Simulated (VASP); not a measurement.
Write the native input for VASP 6.6.1 that does the following.

```yaml
Task: electric field gradients
Functional: PBEsol
Potentials_or_basis: VASP PAW PBE potentials, release 64 (Sb)
Cutoff: 520 eV
k_mesh: 12 × 12 × 12
Occupations: fermi-dirac, width 0.05 eV
Spin: no spin polarisation
Dipole_correction: no
Further_INCAR_settings: ALGO = Normal; EDIFF = 1e-08; NBANDS = 8
```

The structure of Sb lies in POSCAR:

```
Sb
1.0
    0.0000000000      2.3126578636      2.3126578636
    2.3126578636      0.0000000000      2.3126578636
    2.3126578636      2.3126578636      0.0000000000
Sb
1
Direct
    0.0000000000      0.0000000000      0.0000000000
```

This cell differs from its parent crystal: volume scaled by 1.01.

These files were run (other wordings do the same):

INCAR

```
SYSTEM = Sb
  ALGO = Normal
  EDIFF = 1E-8
  ENCUT = 520
  GGA = PS
  ISIF = 2
  ISMEAR = -1
  LASPH = .TRUE.
  LCHARG = .FALSE.
  LEFG = .TRUE.
  LREAL = .FALSE.
  LWAVE = .FALSE.
  NBANDS = 8
  NELM = 60
  PREC = Accurate
  SIGMA = 0.05
```

KPOINTS

```
k-points
0
G
  12 12 12
  0 0 0
```

Potentials or basis: VASP PAW PBE potentials, release 64 (Sb).

Run with:

```console
$ cat potpaw_PBE.64/Sb/POTCAR > POTCAR
$ mpirun -np 1 vasp_std > vasp.out
```

It gave:

```yaml
Pressure: 4.3 GPa
```

Caveat: without QUAD_EFG the Cq values of the log hold for a quadrupole moment of 1 mb, not for the nuclei; the PAW data sets were made with another functional, which shifts forces and pressure a little.

Run time: 7.1 s on 1 thread of Intel(R) Xeon(R) Platinum 8259CL CPU @ 2.50GHz (Skylake/Cascade Lake) (shared host), peak memory 0.14 GiB.
